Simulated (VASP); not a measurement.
# Ga (Pm-3m) in VASP: further runs

Ga is run at these levels: revPBE; tasks: single point, relaxation of cell and atoms.

All numbers are computed with VASP 6.6.1; they aren't measurements. Logs are shortened: lines on timing, memory, paths and dates and some standing lists are left out, and cuts for length are marked.

### 1 The cell of the first run

It takes space group Pm-3m (No. 221, cubic). The conventional cell has a = 2.750 Å, b = 2.750 Å, c = 2.750 Å, α = 90.00°, β = 90.00°, γ = 90.00°. Within 3.6 Å of Ga (site symmetry m-3m) lie 6 Ga at 2.75 Å.

### 2 Single point, revPBE

The input, INCAR:

```
SYSTEM = Ga
PREC = Accurate
ENCUT = 520
EDIFF = 1E-6
ISMEAR = -1
SIGMA = 0.1
LREAL = .False.
LASPH = .True.
NELM = 80
ALGO = Normal
ISIF = 2
LWAVE = .False.
LCHARG = .False.
GGA = RE
NBANDS = 12
```

The input, KPOINTS:

```
Automatic mesh
0
Gamma
  11 11 11
  0 0 0
```

The input, POSCAR:

```
Ga
1.0
    2.7502055349      0.0000000000      0.0000000000
    0.0000000000      2.7502055349      0.0000000000
    0.0000000000      0.0000000000      2.7502055349
Ga
1
Direct
    0.0000000000      0.0000000000      0.0000000000
```

Potentials or basis: VASP PAW PBE potentials, release 64 (Ga_d).

Command:

```
$ cat potpaw_PBE.64/Ga_d/POTCAR > POTCAR
$ mpirun -np 1 vasp_std > vasp.out
```

OUTCAR:

```text
SYSTEM = Ga
   PREC = Accurate
   ENCUT = 520
   EDIFF = 1E-6
   ISMEAR = -1
   LREAL = .False.
   LASPH = .True.
   NELM = 80
   ISIF = 2
   GGA = RE

 ion  position               nearest neighbor table
   1  0.000  0.000  0.000-

  LATTYP: Found a simple cubic cell.
 ALAT       =     2.7502055349

  Lattice vectors:

 A1 = (   2.7502055349,   0.0000000000,   0.0000000000)
 A2 = (   0.0000000000,   2.7502055349,   0.0000000000)
 A3 = (   0.0000000000,   0.0000000000,   2.7502055349)

Analysis of symmetry for initial positions (statically):
=====================================================================
 Subroutine PRICEL returns:
 Original cell was already a primitive cell.

 Routine SETGRP: Setting up the symmetry group for a
 simple cubic supercell.

 Subroutine GETGRP returns: Found 48 space group operations
 (whereof 48 operations were pure point group operations)
 out of a pool of 48 trial point group operations.

The static configuration has the point symmetry O_h .

Analysis of symmetry for dynamics (positions and initial velocities):
=====================================================================
 Subroutine PRICEL returns:
 Original cell was already a primitive cell.

 Routine SETGRP: Setting up the symmetry group for a
 simple cubic supercell.

 Subroutine GETGRP returns: Found 48 space group operations
 (whereof 48 operations were pure point group operations)
 out of a pool of 48 trial point group operations.

The dynamic configuration has the point symmetry O_h .

 Subroutine INISYM returns: Found 48 space group operations
 (whereof 48 operations are pure point group operations),
 and found     1 'primitive' translations

----------------------------------------------------------------------------------------

                                     Primitive cell

  volume of cell :      20.8015

  direct lattice vectors                    reciprocal lattice vectors
     2.750205535  0.000000000  0.000000000     0.363609187  0.000000000  0.000000000
     0.000000000  2.750205535  0.000000000     0.000000000  0.363609187  0.000000000
     0.000000000  0.000000000  2.750205535     0.000000000  0.000000000  0.363609187

  length of vectors
     2.750205535  2.750205535  2.750205535     0.363609187  0.363609187  0.363609187

  position of ions in fractional coordinates (direct lattice)
     0.000000000  0.000000000  0.000000000

  ion indices of the primitive-cell ions
   primitive index   ion index
                 1           1

----------------------------------------------------------------------------------------

 KPOINTS: Automatic mesh

Automatic generation of k-mesh.
 Grid dimensions read from file:
 generate k-points for:   11   11   11

 Generating k-lattice:

  Cartesian coordinates                     Fractional coordinates (reciprocal lattice)
     0.033055381  0.000000000  0.000000000     0.090909091  0.000000000  0.000000000
     0.000000000  0.033055381  0.000000000     0.000000000  0.090909091  0.000000000
     0.000000000  0.000000000  0.033055381     0.000000000  0.000000000  0.090909091

  Length of vectors
     0.033055381  0.033055381  0.033055381

  Shift w.r.t. Gamma in fractional coordinates (k-lattice)
     0.000000000  0.000000000  0.000000000

 Subroutine IBZKPT returns following result:
 ===========================================

 Found     56 irreducible k-points:

 Following reciprocal coordinates:
            Coordinates               Weight
  0.000000  0.000000  0.000000      1.000000
  0.090909  0.000000  0.000000      6.000000
  0.181818  0.000000  0.000000      6.000000
  0.272727  0.000000  0.000000      6.000000
  0.363636  0.000000  0.000000      6.000000
  0.454545  0.000000  0.000000      6.000000
[... 16 lines left out ...]
  0.181818  0.090909  0.090909     24.000000
  0.272727  0.090909  0.090909     24.000000
 [... further k-points ...]
   k-points           NKPTS =     56   k-points in BZ     NKDIM =     56   number of bands    NBANDS=     12
   number of dos      NEDOS =    301   number of ions     NIONS =      1
   total plane-waves  NPLWV =   8000
   dimension x,y,z NGX =    20 NGY =   20 NGZ =   20
   dimension x,y,z NGXF=    40 NGYF=   40 NGZF=   40
   ions per type =               1
   NGX,Y,Z   is equivalent  to a cutoff of  12.09, 12.09, 12.09 a.u.
   NGXF,Y,Z  is equivalent  to a cutoff of  24.18, 24.18, 24.18 a.u.
 SYSTEM =  Ga
   PREC   = accura    normal or accurate (medium, high low for compatibility)
   ISTART =      0    job   : 0-new  1-cont  2-samecut
   ICHARG =      2    charge: 1-file 2-atom 10-const
   ISPIN  =      1    spin polarized calculation?
   LNONCOLLINEAR =      F non collinear calculations
   LSORBIT =      F    spin-orbit coupling
   LASPH  =      T    aspherical Exc in radial PAW
   ENCUT  =  520.0 eV  38.22 Ry    6.18 a.u.   5.11  5.11  5.11*2*pi/ulx,y,z
   NELM   =     80;   NELMIN=  2; NELMDL= -5     # of ELM steps
   EDIFF  = 0.1E-05   stopping-criterion for ELM
   LREAL  =      F    real-space projection
   EDIFFG = 0.1E-04   stopping-criterion for IOM
   NSW    =      0    number of steps for IOM
   IBRION =     -1    ionic relax: 0-MD 1-quasi-New 2-CG
   NFREE  =      0    steps in history (QN), initial steepest desc. (CG)
   ISIF   =      2    stress and relaxation
   ISYM   =      2    0-nonsym 1-usesym 2-fastsym
   POTIM  = 0.5000    time-step for ionic-motion
   TEBEG  =    0.0;   TEEND  =   0.0 temperature during run
   PSTRESS=    0.0 pullay stress
   NELECT =      13.0000    total number of electrons
   NUPDOWN=      -1.0000    fix difference up-down
   EMIN   =  10.00;   EMAX   =-10.00  energy-range for DOS
   EFERMI =   0.00;   METHOD = LEGACY
   ISMEAR =    -1;   SIGMA  =   0.10  broadening in eV -4-tet -1-fermi 0-gaus
   EFERMI_NEDOS =   21; number of points for ismear=-14 and -15
   IALGO  =     38    algorithm
   IMIX   =      4    mixing-type and parameters
     AMIX     =   0.40;   BMIX     =  1.00
     AMIX_MAG =   1.60;   BMIX_MAG =  1.00
  volume/ion in A,a.u.               =      20.80       140.38
  Fermi-wavevector in a.u.,A,eV,Ry     =   1.399665  2.644983 26.654662  1.959062
  Thomas-Fermi vector in A             =   2.522702
   LORBIT       =      0    0 simple, 1 ext, 2 COOP (PROOUT), +10 PAW based schemes
   GGA     = RE    functional components
   LHFCALC =     F    Hartree Fock is set to
   AEXX    =    0.0000 exact exchange contribution
   IVDW    =     0    specifies the selected vdW correction
   LEPSILON=     F    determine dielectric tensor
   LRPA    =     F    only Hartree local field effects (RPA)
 non-spin polarized calculation
  energy-cutoff  :      520.00
  volume of cell :       20.80
 maximum number of plane-waves:       587
   NGX = 11   NGY = 11   NGZ = 11

 number of electron      13.0000008 magnetization

 Free energy of the ion-electron system (eV)
  ---------------------------------------------------
  ext. energy  EPLUGINS =         0.00000000
  ---------------------------------------------------
  free energy    TOTEN  =        -2.53987582 eV

  energy without entropy =       -2.52323059  energy(sigma->0) =       -2.53155320

 E-fermi :   4.5537     XC(G=0): -10.3609

 val. band max:        4.4531688958   @ k =   0.3636   0.2727   0.0909
 cond. band min:       4.5838089181   @ k =   0.4545   0.4545   0.0000
 fundamental gap:      0.1306400223
 Fermi energy:         4.5536938695

 k-point     1 :       0.0000    0.0000    0.0000
  band No.  band energies     occupation
      1     -10.5346      2.00000
      2     -10.5346      2.00000
      3     -10.0665      2.00000
      4     -10.0665      2.00000
      5     -10.0665      2.00000
      6      -5.7573      2.00000
      7      13.2765      0.00000
      8      13.2765      0.00000
      9      13.2765      0.00000
     10      16.1593      0.00000
     11      16.1593      0.00000
     12      18.4622      0.00000

 k-point     2 :       0.0909    0.0000    0.0000
  band No.  band energies     occupation
      1     -10.5318      2.00000
      2     -10.5090      2.00000
      3     -10.0768      2.00000
      4     -10.0768      2.00000
      5     -10.0657      2.00000
      6      -5.5944      2.00000
      7      11.1339      0.00000
      8      13.4443      0.00000
      9      13.4443      0.00000
     10      16.2994      0.00000
     11      17.4635      0.00000
     12      19.7014      0.00000

 k-point     3 :       0.1818    0.0000    0.0000
  band No.  band energies     occupation
      1     -10.5242      2.00000
      2     -10.4421      2.00000
      3     -10.1043      2.00000
      4     -10.1043      2.00000
      5     -10.0634      2.00000
      6      -5.1029      2.00000
      7       8.1686      0.00000
      8      13.9357      0.00000
      9      13.9357      0.00000
     10      16.7201      0.00000
     11      18.1475      0.00000
     12      23.1322      0.00000
[... 286 lines left out ...]
 k-point    23 :       0.1818    0.0909    0.0909
  band No.  band energies     occupation
      1     -10.4842      2.00000
      2     -10.4219      2.00000
      3     -10.1179      2.00000
      4     -10.1143      2.00000
      5     -10.0840      2.00000
      6      -4.7778      2.00000
      7       8.4612      0.00000
      8      11.7023      0.00000
      9      12.3065      0.00000
     10      19.5282      0.00000
     11      20.2640      0.00000
     12      23.1283      0.00000

 k-point    24 :       0.2727    0.0909    0.0909
  band No.  band energies     occupation
      1     -10.4746      2.00000
      2     -10.3340      2.00000
      3     -10.1564      2.00000
      4     -10.1514      2.00000
      5     -10.0806      2.00000
      6      -3.9583      2.00000
      7       5.7048      0.00002
      8      12.4561      0.00000
      9      13.0806      0.00000
     10      20.1960      0.00000
     11      20.4524      0.00000
     12      22.7391      0.00000

 [... further k-points ...]

------------------------ aborting loop because EDIFF is reached ----------------------------------------

  FORCE on cell =-STRESS in cart. coord.  units (eV):
  Direction    XX          YY          ZZ          XY          YZ          ZX
  --------------------------------------------------------------------------------------
  -------------------------------------------------------------------------------------
  Total        0.0103303      0.0103303      0.0103303     -0.0000000      0.0000000     -0.0000000
  in kB        0.7956583      0.7956583      0.7956583     -0.0000000      0.0000000     -0.0000000
  external PRESSURE =       0.7956583 kB  Pullay stress =       0.0000000 kB

 VOLUME and BASIS-vectors are now :
 -----------------------------------------------------------------------------
  energy-cutoff  :      520.00
  volume of cell :       20.80
      direct lattice vectors                 reciprocal lattice vectors
     2.750205535  0.000000000  0.000000000     0.363609187  0.000000000  0.000000000
     0.000000000  2.750205535  0.000000000     0.000000000  0.363609187  0.000000000
     0.000000000  0.000000000  2.750205535     0.000000000  0.000000000  0.363609187

 POSITION                                       TOTAL-FORCE (eV/Angst)
 -----------------------------------------------------------------------------------
      0.00000      0.00000      0.00000         0.000000      0.000000      0.000000
 -----------------------------------------------------------------------------------
    total drift:                               -0.000000      0.000000      0.000000

  FREE ENERGIE OF THE ION-ELECTRON SYSTEM (eV)
  ---------------------------------------------------
  free  energy   TOTEN  =        -2.5398758164 eV

  energy  without entropy=       -2.5232305893  energy(sigma->0) =       -2.53155320
```

It took 4.8 s on 1 thread of Intel Xeon Platinum 8488C (Sapphire Rapids), shared host; peak memory 0.12 GiB.

What came out:

| Item | Value |
| --- | --- |
| Free energy | -2.5399 eV |
| Pressure | 0.1 GPa |

Caveat: the PAW data sets were made with another functional, which shifts forces and pressure a little.

### 3 Single point, revPBE (volume scaled by 0.88)

The input, INCAR:

```
SYSTEM = Ga
  ALGO = Normal
  EDIFF = 1E-7
  ENCUT = 520
  GGA = RE
  ISIF = 2
  ISMEAR = -1
  LASPH = .True.
  LCHARG = .False.
  LREAL = .False.
  LWAVE = .False.
  NBANDS = 12
  NELM = 60
  PREC = Accurate
  SIGMA = 0.1
```

The input, KPOINTS:

```
k-points
0
Gamma
  13 13 13
  0 0 0
```

The input, POSCAR:

```
Ga
1.0
    2.6354778822      0.0000000000      0.0000000000
    0.0000000000      2.6354778822      0.0000000000
    0.0000000000      0.0000000000      2.6354778822
Ga
1
Direct
    0.0000000000      0.0000000000      0.0000000000
```

Potentials or basis: VASP PAW PBE potentials, release 64 (Ga_d).

Command:

```
$ cat potpaw_PBE.64/Ga_d/POTCAR > POTCAR
$ mpirun -np 1 vasp_std > vasp.out
```

Run time: 7.3 s. Hardware: 1 thread of Intel Xeon Platinum 8488C (Sapphire Rapids), shared host; peak memory 0.13 GiB.

Results (log left out):

```
Free energy : -2.4837 eV
Pressure    : 7.2 GPa
```

Levels at points of the mesh, in eV from the Fermi level:
```tsv
k point	band 2	band 3	band 4	band 5	band 6	band 7	band 8	band 9	band 10	band 11
(0.00, 0.00, 0.00)	-15.26	-14.63	-14.63	-14.63	-11.18	9.62	9.62	9.62	12.45	12.45
```

Caveat: the PAW data sets were made with another functional, which shifts forces and pressure a little.

### 4 Single point, revPBE (volume scaled by 0.92)

The input, INCAR:

```
SYSTEM = Ga
ALGO = Normal
EDIFF = 1E-6
ENCUT = 520
GGA = RE
ISIF = 2
ISMEAR = -1
LASPH = .True.
LCHARG = .False.
LREAL = .False.
LWAVE = .False.
NBANDS = 12
NELM = 60
PREC = Accurate
SIGMA = 0.1
```

KPOINTS is that of step 3.

The input, POSCAR:

```
Ga
1.0
    2.6748191731      0.0000000000      0.0000000000
    0.0000000000      2.6748191731      0.0000000000
    0.0000000000      0.0000000000      2.6748191731
Ga
1
Direct
    0.0000000000      0.0000000000      0.0000000000
```

Command:

```
$ cat potpaw_PBE.64/Ga_d/POTCAR > POTCAR
$ mpirun -np 1 vasp_std > vasp.out
```

Run time: 6.8 s. Hardware: 1 thread of Intel Xeon Platinum 8488C (Sapphire Rapids), shared host; peak memory 0.13 GiB.

The run converged. Its results:

| Quantity | Value |
| --- | --- |
| Free energy | -2.5133 eV |
| Pressure | 4.2 GPa |

Levels at points of the mesh, in eV from the Fermi level:
```tsv
k point	band 4	band 5	band 6	band 7	band 8	band 9
(0.00, 0.00, 0.00)	-14.63	-14.63	-10.87	9.30	9.30	9.30
```

Caveat: the PAW data sets were made with another functional, which shifts forces and pressure a little.

### 5 Single point, revPBE

The input, INCAR:

```
PREC = Accurate
ENCUT = 520
EDIFF = 1E-6
ISMEAR = -1
SIGMA = 0.1
LREAL = F
LASPH = T
NELM = 100
ALGO = Normal
ISIF = 2
LWAVE = F
LCHARG = F
GGA = RE
NBANDS = 12
```

The input, KPOINTS:

```
Automatic mesh
0
Gamma
  13 13 13
```

The input, POSCAR:

```
Ga
1.0
    2.7502055349      0.0000000000      0.0000000000
    0.0000000000      2.7502055349      0.0000000000
    0.0000000000      0.0000000000      2.7502055349
Ga
1
Direct
    0.0000000000      0.0000000000      0.0000000000
```

Command:

```
$ cat potpaw_PBE.64/Ga_d/POTCAR > POTCAR
$ mpirun -np 1 vasp_std > vasp.out
```

Wall time 7.1 s (1 thread of Intel Xeon Platinum 8488C (Sapphire Rapids), shared host); peak memory 0.13 GiB.

The run converged. Its results:

```yaml
Free_energy: -2.5333 eV
Pressure: -0.1 GPa
```

Levels at points of the mesh, in eV from the Fermi level:
```
           k point  band 3  band 4  band 5  band 6  band 7  band 8  band 9  band 10
(0.00, 0.00, 0.00)  -14.64  -14.64  -14.64  -10.32    8.71    8.71    8.71    11.59
```

Caveat: the PAW data sets were made with another functional, which shifts forces and pressure a little.

### 6 Single point, revPBE (volume scaled by 1.08)

The input, INCAR:

```
SYSTEM = Ga
ALGO = Normal ; EDIFF = 1E-7
ENCUT = 520 ; GGA = RE
ISIF = 2 ; ISMEAR = -1
LASPH = .TRUE. ; LCHARG = .TRUE.
LELF = .TRUE. ; LREAL = .FALSE.
LVHAR = .TRUE. ; LWAVE = .FALSE.
NBANDS = 12 ; NELM = 60
PREC = Accurate ; SIGMA = 0.1
```

The input, KPOINTS:

```
k-points
0
G
  13 13 13
  0 0 0
```

The input, POSCAR:

```
Ga
1.0
    2.8216711879      0.0000000000      0.0000000000
    0.0000000000      2.8216711879      0.0000000000
    0.0000000000      0.0000000000      2.8216711879
Ga
1
Direct
    0.0000000000      0.0000000000      0.0000000000
```

Potentials or basis: VASP PAW PBE potentials, release 64 (Ga_d).

Command:

```
$ cat potpaw_PBE.64/Ga_d/POTCAR > POTCAR
$ mpirun -np 1 vasp_std > vasp.out
```

Wall time 8.5 s (1 thread of Intel Xeon Platinum 8488C (Sapphire Rapids), shared host); peak memory 0.15 GiB.

Results (log left out):

| Property | Result |
| --- | --- |
| Free energy | -2.5182 eV |
| Pressure | -2.6 GPa |

Levels at points of the mesh, in eV from the Fermi level:
| k point | band 3 | band 4 | band 5 | band 6 | band 7 | band 8 | band 9 | band 10 |
| --- | --- | --- | --- | --- | --- | --- | --- | --- |
| (0.00, 0.00, 0.00) | -14.65 | -14.65 | -14.65 | -9.85 | 8.20 | 8.20 | 8.20 | 11.12 |

Caveat: the PAW data sets were made with another functional, which shifts forces and pressure a little.

(Part 1 of 2 ends here.)
